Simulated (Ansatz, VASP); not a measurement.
## V: VASP beside Ansatz

```xyz
2
Lattice="1.3891 0.8020 4.1801 -1.3891 0.8020 4.1801 0.0000 -1.6040 4.1801" Properties=species:S:1:pos:R:3 pbc="T T T"
V     0.0000    0.0000    1.0957
V     0.0000    0.0000   11.4445
```

Alike in both runs: functional PBE; k mesh 9 × 9 × 9; occupations gaussian, width 0.1 eV; no spin polarisation.

Ansatz relaxed the structure, and its values are those at the end. VASP's run is a single point on that final structure, the one shown.

|  | VASP | Ansatz |
| --- | --- | --- |
| version | VASP 6.6.1 | Ansatz 0.2.0 |
| potentials or method | VASP PAW PBE potentials, release 64 (V_sv), cutoff 520 eV | scalar-relativistic, plane waves, PAW |
| valence electrons in the cell | 26 | 26 |

```csv
,VASP,Ansatz,Ansatz less VASP
gap on the k mesh at the Fermi level (eV),none,none,-
pressure (GPa),0.6,0.1,-0.52
rms of the force components (eV/Å),0.042,0.009,-0.0329
```

A gap of «none» marks a metal or a gap that the smearing closes. With one functional, cell and mesh, what is left measures potentials, basis and numerics.
